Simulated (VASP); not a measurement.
Set up this calculation in VASP 6.6.1, as the native input.

| Property | Result |
| --- | --- |
| Task | single point |
| Functional | PBEsol |
| Potentials or basis | VASP PAW PBE potentials, release 64 (Zn, Se) |
| Cutoff | 520 eV |
| k mesh | 8 × 8 × 6 |
| Occupations | gaussian, width 0.05 eV |
| Spin | no spin polarisation |
| Dipole correction | no |
| Further INCAR settings | ALGO = Normal; EDIFF = 1e-06; NBANDS = 26 |

The structure of ZnSe lies in POSCAR:

```
ZnSe
1.0
    3.8967330728      0.0000000000      0.0000000000
    0.0000000000      3.8967330728      0.0000000000
    0.0000000000      0.0000000000      5.3509728174
Zn Se
2 2
Direct
    0.0000000000      0.0000000000      0.0000000000
    0.5000000000      0.5000000000      0.0000000000
    0.0000000000      0.5000000000      0.2319924411
    0.5000000000      0.0000000000      0.7680075589
```

This cell differs from its parent crystal: atoms shifted along a free coordinate.

These files were run (other wordings do the same):

INCAR

```
SYSTEM = ZnSe
PREC = Accurate ; ENCUT = 520
EDIFF = 1E-6 ; ISMEAR = 0
SIGMA = 0.05 ; LREAL = .FALSE.
LASPH = .TRUE. ; NELM = 80
ALGO = Normal ; ISIF = 2
LWAVE = .FALSE. ; LCHARG = .FALSE.
GGA = PS ; NBANDS = 26
```

KPOINTS

```
Automatic mesh
0
G
  8 8 6
  0 0 0
```

Potentials or basis: VASP PAW PBE potentials, release 64 (Zn, Se).

The run is started by

```sh
$ cat potpaw_PBE.64/Zn/POTCAR potpaw_PBE.64/Se/POTCAR > POTCAR
$ mpirun -np 1 vasp_std > vasp.out
```

Results of the run:

The pressure is 20.2 GPa and the largest force is 3.908 eV/Å. The band gap on the k mesh is 1.21 eV.

Caveat: the cell differs from its parent crystal (atoms shifted along a free coordinate); the cell stands under pressure; the PAW data sets were made with another functional, which shifts forces and pressure a little.

Run time: 54 s on 1 thread of AMD EPYC 9R45 96-Core Processor (Zen 5), on a shared host, peak memory 0.22 GiB.
